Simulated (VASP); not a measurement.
# LiH (P6_3/mmc) in VASP: notebook

LiH is run at these levels: PBE, LDA, r2SCAN; tasks: single point, relaxation of cell and atoms.

Program: VASP 6.6.1. These are calculated values, not measurements. Logs are shortened: lines on timing, memory, paths and dates and some standing lists are left out, and cuts for length are marked.

## 1. The cell of the first run

The structure is hexagonal, space group P6_3/mmc (No. 194). The conventional cell has a = 2.782 Å, b = 2.782 Å, c = 4.885 Å, α = 90.00°, β = 90.00°, γ = 120.00°. Li (site symmetry -3m) has 6 H at 2.02 Å and 8 Li at 2.44 to 2.78 Å within 2.8 Å. H (site symmetry -6m2) has 6 Li at 2.02 Å and 6 H at 2.78 Å within 2.8 Å.

## 2. Single point, PBE

Contents of INCAR:

```
PREC = Accurate
ENCUT = 520
EDIFF = 1E-6
ISMEAR = -1
SIGMA = 0.02
LREAL = F
LASPH = T
NELM = 80
ALGO = Normal
ISIF = 2
LWAVE = F
LCHARG = F
GGA = PE
NBANDS = 12
```

Contents of KPOINTS:

```
regular mesh
0
Gamma
  12 12 6
```

Contents of POSCAR:

```
LiH
1.0
    2.7816472974      0.0000000000      0.0000000000
   -1.3908236487      2.4089772239      0.0000000000
    0.0000000000      0.0000000000      4.8847712216
Li H
2 2
Direct
    0.0000000000      0.0000000000      0.0000000000
    0.0000000000      0.0000000000      0.5000000000
    0.3333333333      0.6666666667      0.2500000000
    0.6666666667      0.3333333333      0.7500000000
```

Potentials or basis: VASP PAW PBE potentials, release 64 (Li_sv, H).

Command:

```bash
> cat potpaw_PBE.64/Li_sv/POTCAR potpaw_PBE.64/H/POTCAR > POTCAR
> mpirun -np 1 vasp_std > vasp.out
```

OUTCAR:

```text
PREC = Accurate
   ENCUT = 520
   EDIFF = 1E-6
   ISMEAR = -1
   LREAL = F
   LASPH = T
   NELM = 80
   ISIF = 2
   GGA = PE

 ion  position               nearest neighbor table
   1  0.000  0.000  0.000-   2 2.44   2 2.44
   2  0.000  0.000  0.500-   1 2.44   1 2.44
   3  0.333  0.667  0.250-
   4  0.667  0.333  0.750-

  LATTYP: Found a hexagonal cell.
 ALAT       =     2.7816472974
 C/A-ratio  =     1.7560713848

  Lattice vectors:

 A1 = (   2.7816472974,   0.0000000000,   0.0000000000)
 A2 = (  -1.3908236487,   2.4089772239,   0.0000000000)
 A3 = (   0.0000000000,   0.0000000000,   4.8847712216)

Analysis of symmetry for initial positions (statically):
=====================================================================
 Subroutine PRICEL returns:
 Original cell was already a primitive cell.

 Routine SETGRP: Setting up the symmetry group for a
 hexagonal supercell.

 Subroutine GETGRP returns: Found 24 space group operations
 (whereof 12 operations were pure point group operations)
 out of a pool of 24 trial point group operations.

The static configuration has the point symmetry D_3d.
 The point group associated with its full space group is D_6h.

Analysis of symmetry for dynamics (positions and initial velocities):
=====================================================================
 Subroutine PRICEL returns:
 Original cell was already a primitive cell.

 Routine SETGRP: Setting up the symmetry group for a
 hexagonal supercell.

 Subroutine GETGRP returns: Found 24 space group operations
 (whereof 12 operations were pure point group operations)
 out of a pool of 24 trial point group operations.

The dynamic configuration has the point symmetry D_3d.
 The point group associated with its full space group is D_6h.

 Subroutine INISYM returns: Found 24 space group operations
 (whereof 12 operations are pure point group operations),
 and found     1 'primitive' translations

----------------------------------------------------------------------------------------

                                     Primitive cell

  volume of cell :      32.7325

  direct lattice vectors                    reciprocal lattice vectors
     2.781647297  0.000000000  0.000000000     0.359499208  0.207556964  0.000000000
    -1.390823649  2.408977224  0.000000000     0.000000000  0.415113929  0.000000000
     0.000000000  0.000000000  4.884771222     0.000000000  0.000000000  0.204717878

  length of vectors
[... 97 lines left out ...]
   NELECT =       8.0000    total number of electrons
   NUPDOWN=      -1.0000    fix difference up-down
   EMIN   =  10.00;   EMAX   =-10.00  energy-range for DOS
   EFERMI =   0.00;   METHOD = LEGACY
   ISMEAR =    -1;   SIGMA  =   0.02  broadening in eV -4-tet -1-fermi 0-gaus
   EFERMI_NEDOS =   21; number of points for ismear=-14 and -15
   IALGO  =     38    algorithm
   IMIX   =      4    mixing-type and parameters
     AMIX     =   0.40;   BMIX     =  1.00
     AMIX_MAG =   1.60;   BMIX_MAG =  1.00
  volume/ion in A,a.u.               =       8.18        55.22
  Fermi-wavevector in a.u.,A,eV,Ry     =   1.023557  1.934241 14.254388  1.047668
  Thomas-Fermi vector in A             =   2.157296
   LORBIT       =      0    0 simple, 1 ext, 2 COOP (PROOUT), +10 PAW based schemes
   GGA     = PE    functional components
   LHFCALC =     F    Hartree Fock is set to
   AEXX    =    0.0000 exact exchange contribution
   IVDW    =     0    specifies the selected vdW correction
   LEPSILON=     F    determine dielectric tensor
   LRPA    =     F    only Hartree local field effects (RPA)
 non-spin polarized calculation
  energy-cutoff  :      520.00
  volume of cell :       32.73
 maximum number of plane-waves:       896
 NGX is ok and might be reduce to    24
   NGX = 11   NGY = 11   NGZ = 19

 number of electron       8.0000009 magnetization

 Free energy of the ion-electron system (eV)
  ---------------------------------------------------
  ext. energy  EPLUGINS =         0.00000000
  ---------------------------------------------------
  free energy    TOTEN  =       -12.04261072 eV

  energy without entropy =      -12.04261072  energy(sigma->0) =      -12.04261072

 E-fermi :   0.4149     XC(G=0):  -8.4524

 val. band max:       -0.0763912609   @ k =   0.5000  -0.0000   0.0000
 cond. band min:       4.2792894284   @ k =   0.5000  -0.0000   0.5000
 fundamental gap:      4.3556806893
 Fermi energy:         0.4149496151

 k-point     1 :       0.0000    0.0000    0.0000
  band No.  band energies     occupation
      1     -44.4592      2.00000
      2     -44.3926      2.00000
      3      -5.3299      2.00000
      4      -3.0663      2.00000
      5       4.4688      0.00000
      6      14.4033      0.00000
      7      15.6733      0.00000
      8      16.3004      0.00000
      9      16.3004      0.00000
     10      16.5131      0.00000
     11      19.7507      0.00000
     12      19.7507      0.00000
[... 331 lines left out ...]
 k-point    24 :       0.3333    0.0000    0.1667
  band No.  band energies     occupation
      1     -44.4259      2.00000
      2     -44.3722      2.00000
      3      -3.4699      2.00000
      4      -1.2361      2.00000
      5       5.5718      0.00000
      6       6.3810      0.00000
      7       8.8452      0.00000
      8      12.3698      0.00000
      9      13.2814      0.00000
     10      14.8496      0.00000
     11      16.1732      0.00000
     12      16.1822      0.00000

 [... further k-points ...]

------------------------ aborting loop because EDIFF is reached ----------------------------------------

  FORCE on cell =-STRESS in cart. coord.  units (eV):
  Direction    XX          YY          ZZ          XY          YZ          ZX
  --------------------------------------------------------------------------------------
  -------------------------------------------------------------------------------------
  Total       -0.0534535     -0.0534535     -0.0421043     -0.0000000     -0.0000000      0.0000000
  in kB       -2.6164219     -2.6164219     -2.0609073     -0.0000000     -0.0000000      0.0000000
  external PRESSURE =      -2.4312504 kB  Pullay stress =       0.0000000 kB

 VOLUME and BASIS-vectors are now :
 -----------------------------------------------------------------------------
  energy-cutoff  :      520.00
  volume of cell :       32.73
      direct lattice vectors                 reciprocal lattice vectors
     2.781647297  0.000000000  0.000000000     0.359499208  0.207556964  0.000000000
    -1.390823649  2.408977224  0.000000000     0.000000000  0.415113929  0.000000000
     0.000000000  0.000000000  4.884771222     0.000000000  0.000000000  0.204717878

 POSITION                                       TOTAL-FORCE (eV/Angst)
 -----------------------------------------------------------------------------------
      0.00000      0.00000      0.00000        -0.000000      0.000000      0.000000
      0.00000      0.00000      2.44239        -0.000000      0.000000      0.000000
     -0.00000      1.60598      1.22119         0.000000     -0.000000      0.000000
      1.39082      0.80299      3.66358         0.000000      0.000000     -0.000000
 -----------------------------------------------------------------------------------
    total drift:                               -0.000000      0.000000      0.000000

  FREE ENERGIE OF THE ION-ELECTRON SYSTEM (eV)
  ---------------------------------------------------
  free  energy   TOTEN  =       -12.0426107231 eV

  energy  without entropy=      -12.0426107231  energy(sigma->0) =      -12.04261072
```

stdout:

```text
POSCAR found type information on POSCAR LiH
 POSCAR found :  2 types and       4 ions
 scaLAPACK will be used
 LDA part: xc-table for (Slater+PW92), standard interpolation
 POSCAR, INCAR and KPOINTS ok, starting setup
 FFT: planning ... GRIDC
 FFT: planning ... GRID_SOFT
 FFT: planning ... GRID
 WAVECAR not read
 entering main loop
```

Run time: 9 s. Hardware: 1 thread of Intel Xeon 6975P-C (Granite Rapids), shared host; peak memory 0.16 GiB.

Results:

- Free energy: -12.0426 eV
- Band gap on the k mesh: 4.36 eV (least direct gap 4.96 eV)

Caveat: the cutoff is under 1.25 times the usual one of these potentials, so pressure, stress and relaxed cells hold a basis-set (Pulay) error. A k mesh can miss the band edges.

## 3. Single point, PBE

This run uses another cell than the first one, of 8.16 Å³/atom.

Contents of INCAR:

```
SYSTEM = LiH
ALGO = Normal
EDIFF = 1E-7
ENCUT = 520
GGA = PE
ISIF = 2
ISMEAR = -1
LASPH = .True.
LCHARG = .False.
LREAL = .False.
LWAVE = .False.
NBANDS = 12
NELM = 100
PREC = Accurate
SIGMA = 0.02
```

Contents of KPOINTS:

```
k-points
0
Gamma
  12 12 6
  0 0 0
```

Contents of POSCAR:

```
LiH
1.0
    2.7815484418      0.0000000000      0.0000000000
   -1.3907742209      2.4088916124      0.0000000000
    0.0000000000      0.0000000000      4.8729606993
Li H
2 2
Direct
    0.0000000000      0.0000000000      0.0000000000
    0.0000000000      0.0000000000      0.5000000000
    0.3333333333      0.6666666667      0.2500000000
    0.6666666667      0.3333333333      0.7500000000
```

Potentials or basis: VASP PAW PBE potentials, release 64 (Li_sv, H).

Command:

```bash
> cat potpaw_PBE.64/Li_sv/POTCAR potpaw_PBE.64/H/POTCAR > POTCAR
> mpirun -np 1 vasp_std > vasp.out
```

Run time: 9.8 s. Hardware: 1 thread of Intel Xeon 6975P-C (Granite Rapids), shared host; peak memory 0.15 GiB.

The run converged. Its results:

* Free energy: -12.0425 eV
* Band gap on the k mesh: 4.36 eV (least direct gap 4.96 eV)

Levels at points of the mesh, in eV from the valence-band top:
| k point | band 1 | band 2 | band 3 | band 4 | band 5 | band 6 | band 7 | band 8 |
| --- | --- | --- | --- | --- | --- | --- | --- | --- |
| (0.00, 0.00, 0.00) | -44.38 | -44.31 | -5.26 | -2.98 | 4.57 | 14.47 | 15.80 | 16.37 |
| (0.50, 0.00, 0.00) | -44.34 | -44.28 | -2.42 | 0.00 | 4.96 | 5.89 | 6.05 | 11.59 |
| (0.00, 0.00, 0.50) | -44.34 | -44.34 | -4.35 | -4.35 | 8.53 | 8.53 | 15.65 | 15.65 |
| (0.50, 0.00, 0.50) | -44.31 | -44.31 | -1.34 | -1.34 | 4.36 | 4.36 | 11.42 | 11.42 |

Caveat: the cutoff is under 1.25 times the usual one of these potentials, so pressure, stress and relaxed cells hold a basis-set (Pulay) error. A k mesh can miss the band edges.

## 4. Single point, LDA

This run uses another cell than the first one, of 8.16 Å³/atom.

Contents of INCAR:

```
SYSTEM = LiH
ALGO = Normal
EDIFF = 1E-7
ENCUT = 520
GGA = CA
ISIF = 2
ISMEAR = 0
LASPH = .True.
LCHARG = .False.
LREAL = .False.
LWAVE = .False.
NBANDS = 12
NELM = 100
PREC = Accurate
SIGMA = 0.01
```

KPOINTS is that of step 3.

POSCAR is that of step 3.

Potentials or basis: VASP PAW LDA potentials, release 64 (Li_sv, H).

Command:

```bash
> cat potpaw_LDA.64/Li_sv/POTCAR potpaw_LDA.64/H/POTCAR > POTCAR
> mpirun -np 1 vasp_std > vasp.out
```

It took 8.1 s on 1 thread of Intel Xeon 6975P-C (Granite Rapids), shared host; peak memory 0.14 GiB.

Results (log left out):

```
Free energy            : -12.7548 eV
Band gap on the k mesh : 4.05 eV (least direct gap 4.61 eV)
```

Levels at points of the mesh, in eV from the valence-band top:
| k point | band 1 | band 2 | band 3 | band 4 | band 5 | band 6 | band 7 | band 8 |
| --- | --- | --- | --- | --- | --- | --- | --- | --- |
| (0.00, 0.00, 0.00) | -43.54 | -43.46 | -5.37 | -3.11 | 4.30 | 14.35 | 15.81 | 15.88 |
| (0.50, 0.00, 0.00) | -43.50 | -43.43 | -2.55 | 0.00 | 4.61 | 5.64 | 5.67 | 11.17 |
| (0.00, 0.00, 0.50) | -43.50 | -43.50 | -4.47 | -4.47 | 8.25 | 8.25 | 15.54 | 15.54 |
| (0.50, 0.00, 0.50) | -43.46 | -43.46 | -1.43 | -1.43 | 4.05 | 4.05 | 11.15 | 11.15 |

Caveat: the cutoff is under 1.25 times the usual one of these potentials, so pressure, stress and relaxed cells hold a basis-set (Pulay) error.

## 5. Relaxation of cell and atoms, PBE

This run uses another cell than the first one, of 3.93 Å³/atom.

Contents of INCAR:

```
  PREC = Accurate
  ENCUT = 600
  EDIFF = 1E-6
  ISMEAR = -1
  SIGMA = 0.02
  LREAL = False
  LASPH = True
  NELM = 60
  ALGO = Normal
  ISIF = 3
  LWAVE = False
  LCHARG = False
  GGA = PE
  IBRION = 2
  NSW = 80
  EDIFFG = -0.005
```

Contents of KPOINTS:

```
regular mesh
0
Gamma
  12 12 6
```

Contents of POSCAR:

```
LiH
1.0
    2.2331777400      0.0000000000      0.0000000000
   -1.1165888700      1.9339886540      0.0000000000
    0.0000000000      0.0000000000      3.6400797162
Li H
2 2
Direct
    0.0000000000      0.0000000000      0.0000000000
    0.0000000000      0.0000000000      0.5000000000
    0.3333333333      0.6666666667      0.2500000000
    0.6666666667      0.3333333333      0.7500000000
```

Potentials or basis: VASP PAW PBE potentials, release 64 (Li_sv, H).

Command:

```bash
> cat potpaw_PBE.64/Li_sv/POTCAR potpaw_PBE.64/H/POTCAR > POTCAR
> mpirun -np 1 vasp_std > vasp.out
```

Run time: 22 s. Hardware: 1 thread of Intel Xeon 6975P-C (Granite Rapids), shared host; peak memory 0.12 GiB.

Results (log left out):

```yaml
Free_energy: -11.8354 eV
Relaxed_volume: 7.32 Å³/atom
Relaxed_cell: a = 2.691 Å, b = 2.691 Å, c = 4.671 Å, α = 90.00°, β = 90.00°, γ = 120.00°
Space_group_after_relaxing_to_0.1_Å: P6_3/mmc (No. 194)
Energy_gained_by_relaxing: 648.1 meV/atom
Ionic_steps: 7
Pressure_after_relaxing: -0.1 GPa
Band_gap_on_the_k_mesh: 4.54 eV (least direct gap 5.04 eV)
```

Step by step:
| step | energy change (eV) | largest force (eV/Å) | pressure (GPa) | volume (Å³) |
| --- | --- | --- | --- | --- |
| 1 | 0.0000 | 0.0000 | 87.69 | 15.72 |
| 2 | -1.9207 | 0.0000 | 31.34 | 21.13 |
| 3 | -2.5585 | 0.0000 | 5.30 | 27.12 |
| 4 | -2.5905 | 0.0000 | 0.76 | 28.89 |
| 5 | -2.5910 | 0.0000 | 0.05 | 29.21 |
| 6 | -2.5922 | 0.0000 | -0.01 | 29.26 |
| 7 | -2.5924 | 0.0000 | -0.05 | 29.29 |

Final structure:
```cif
data_structure
_symmetry_space_group_name_H-M 'P 1'
_symmetry_Int_Tables_number 1
_cell_length_a 2.6909
_cell_length_b 2.6909
_cell_length_c 4.6715
_cell_angle_alpha 90.000
_cell_angle_beta 90.000
_cell_angle_gamma 120.000
_cell_volume 29.29
loop_
_atom_site_label
_atom_site_type_symbol
_atom_site_fract_x
_atom_site_fract_y
_atom_site_fract_z
_atom_site_occupancy
Li1 Li 0.00000 0.00000 0.00000 1
Li2 Li 0.00000 0.00000 0.50000 1
H1 H 0.33333 0.66667 0.25000 1
H2 H 0.66667 0.33333 0.75000 1
```

Levels at points of the mesh, in eV from the valence-band top:
```tsv
k point	band 1	band 2	band 3	band 4	band 5	band 6	band 7	band 8
(0.00, 0.00, 0.00)	-44.46	-44.35	-5.65	-3.32	5.12	15.38	17.19	17.19
(0.50, 0.00, 0.00)	-44.40	-44.31	-2.80	0.00	5.04	6.24	6.31	12.04
(0.00, 0.00, 0.50)	-44.40	-44.40	-4.65	-4.65	9.31	9.31	16.80	16.80
(0.50, 0.00, 0.50)	-44.35	-44.35	-1.58	-1.58	4.56	4.56	12.19	12.19
```

Caveat: the cutoff is under 1.25 times the usual one of these potentials, so pressure, stress and relaxed cells hold a basis-set (Pulay) error; the volume moved by over 15 % at a fixed basis, so the end points are rough. A k mesh can miss the band edges.

## 6. Single point, r2SCAN

This run uses another cell than the first one, of 8.16 Å³/atom.

Contents of POSCAR:

```
LiH
1.0
    2.7815484418      0.0000000000      0.0000000000
   -1.3907742209      2.4088916124      0.0000000000
    0.0000000000      0.0000000000      4.8729606993
Li H
2 2
Direct
    0.0000000000      0.0000000000      0.0000000000
    0.0000000000      0.0000000000      0.5000000000
    0.3333333333      0.6666666667      0.2500000000
    0.6666666667      0.3333333333      0.7500000000
```

Contents of INCAR.step1:

```
SYSTEM = LiH
PREC = Accurate
ENCUT = 520
ISMEAR = -1
SIGMA = 0.02
LREAL = .False.
LASPH = .True.
NELM = 60
NBANDS = 12
GGA = PE
ALGO = Normal
EDIFF = 1E-4
LWAVE = .True.
LCHARG = .False.
```

Contents of INCAR.step2:

```
SYSTEM = LiH
PREC = Accurate
ENCUT = 520
EDIFF = 1E-6
ISMEAR = -1
SIGMA = 0.02
LREAL = .False.
LASPH = .True.
NELM = 60
ALGO = Normal
ISIF = 2
LWAVE = .False.
LCHARG = .False.
METAGGA = R2SCAN
LMIXTAU = .True.
NBANDS = 12
ISTART = 1
```

Contents of KPOINTS:

```
Automatic mesh
0
Gamma
  12 12 6
  0 0 0
```

Potentials or basis: VASP PAW PBE potentials, release 64 (Li_sv, H).

Command:

```bash
> cat potpaw_PBE.64/Li_sv/POTCAR potpaw_PBE.64/H/POTCAR > POTCAR
> cp INCAR.step1 INCAR
> mpirun -np 1 vasp_std > vasp.out
> cp INCAR.step2 INCAR
> mpirun -np 1 vasp_std > vasp.out
```

It took 37 s on 1 thread of Intel Xeon 6975P-C (Granite Rapids), shared host; peak memory 0.16 GiB.

The run converged. Its results:

| Item | Value |
| --- | --- |
| Free energy | -13.4201 eV |
| Band gap on the k mesh | 5.01 eV (least direct gap 5.61 eV) |

Levels at points of the mesh, in eV from the valence-band top:
```
           k point  band 1  band 2  band 3  band 4  band 5  band 6  band 7  band 8
(0.00, 0.00, 0.00)  -45.85  -45.78   -5.30   -3.03    5.32   15.79   17.24   17.86
(0.50, 0.00, 0.00)  -45.81  -45.75   -2.44    0.00    5.61    6.58    6.78   12.53
(0.00, 0.00, 0.50)  -45.81  -45.81   -4.38   -4.38    9.37    9.37   17.06   17.06
(0.50, 0.00, 0.50)  -45.78  -45.78   -1.35   -1.35    5.01    5.01   12.37   12.37
```

Caveat: the cutoff is under 1.25 times the usual one of these potentials, so pressure, stress and relaxed cells hold a basis-set (Pulay) error; the PAW data sets were made with another functional, which shifts forces and pressure a little. A k mesh can miss the band edges.

## 7. The runs side by side

| task | level | potentials or basis | cell | cutoff (eV) | smearing | gap on the mesh (eV) |
| --- | --- | --- | --- | --- | --- | --- |
| single point | PBE | VASP PAW PBE potentials, release 64 (Li_sv, H) | a = 2.782, b = 2.782, c = 4.885 Å, angles 90.0, 90.0, 120.0°, 4 atoms | 520 | fermi-dirac 0.02 eV | 4.36 |
| single point | PBE | VASP PAW PBE potentials, release 64 (Li_sv, H) | a = 2.782, b = 2.782, c = 4.873 Å, angles 90.0, 90.0, 120.0°, 4 atoms | 520 | fermi-dirac 0.02 eV | 4.36 |
| single point | LDA | VASP PAW LDA potentials, release 64 (Li_sv, H) | a = 2.782, b = 2.782, c = 4.873 Å, angles 90.0, 90.0, 120.0°, 4 atoms | 520 | gaussian 0.01 eV | 4.05 |
| relaxation of cell and atoms | PBE | VASP PAW PBE potentials, release 64 (Li_sv, H) | relaxed from a = 2.233, b = 2.233, c = 3.640 Å, angles 90.0, 90.0, 120.0°, 4 atoms | 600 | fermi-dirac 0.02 eV | 4.54 |
| single point | r2SCAN | VASP PAW PBE potentials, release 64 (Li_sv, H) | a = 2.782, b = 2.782, c = 4.873 Å, angles 90.0, 90.0, 120.0°, 4 atoms | 520 | fermi-dirac 0.02 eV | 5.01 |

Alike in all rows: no spin polarisation; k mesh 12 × 12 × 6.

Caveats: the cutoff is under 1.25 times the usual one of these potentials, so pressure, stress and relaxed cells hold a basis-set (Pulay) error; the volume moved by over 15 % at a fixed basis, so the end points are rough (at least some runs); the PAW data sets were made with another functional, which shifts forces and pressure a little (at least some runs).

Total energies depend on the potentials used, so only differences within one code and one set of settings carry meaning.
